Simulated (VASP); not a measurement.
Input of a VASP 6.6.1 run:

Contents of INCAR:

```
SYSTEM = Pt
PREC = Accurate
ENCUT = 520
EDIFF = 1E-6
ISMEAR = 0
SIGMA = 0.15
LREAL = .False.
LASPH = .True.
NELM = 60
ALGO = Fast
ISIF = 2
LWAVE = .False.
LCHARG = .False.
GGA = PE
NBANDS = 11
```

KPOINTS

```
regular mesh
0
Gamma
  22 22 22
  0 0 0
```

POSCAR

```
Pt
1.0
    0.0000000000      1.9083584956      2.0615996827
    1.9083584956      0.0000000000      2.0615996827
    1.9083584956      1.9083584956      0.0000000000
Pt
1
Direct
    0.0000000000      0.0000000000      0.0000000000
```

Potentials or basis: VASP PAW PBE potentials, release 64 (Pt).

Launch:

```bash
$ cat potpaw_PBE.64/Pt/POTCAR > POTCAR
$ mpirun -np 1 vasp_std > vasp.out
```

Problem. What does it give for the pressure?

Solution. 11.7 GPa.

Problem. Predict the band gap on the k mesh.

Solution. Zero (bands 5 and 6 overlap by 2.65 eV).

Stress tensor (GPa, compression positive):
```
15.13  0.00  0.00
 0.00 15.13  0.00
 0.00  0.00  4.80
```

Caveat: the stress differs along the axes, from 5 to 15 GPa; spin-orbit coupling is left out, which moves the levels of the heavy elements.
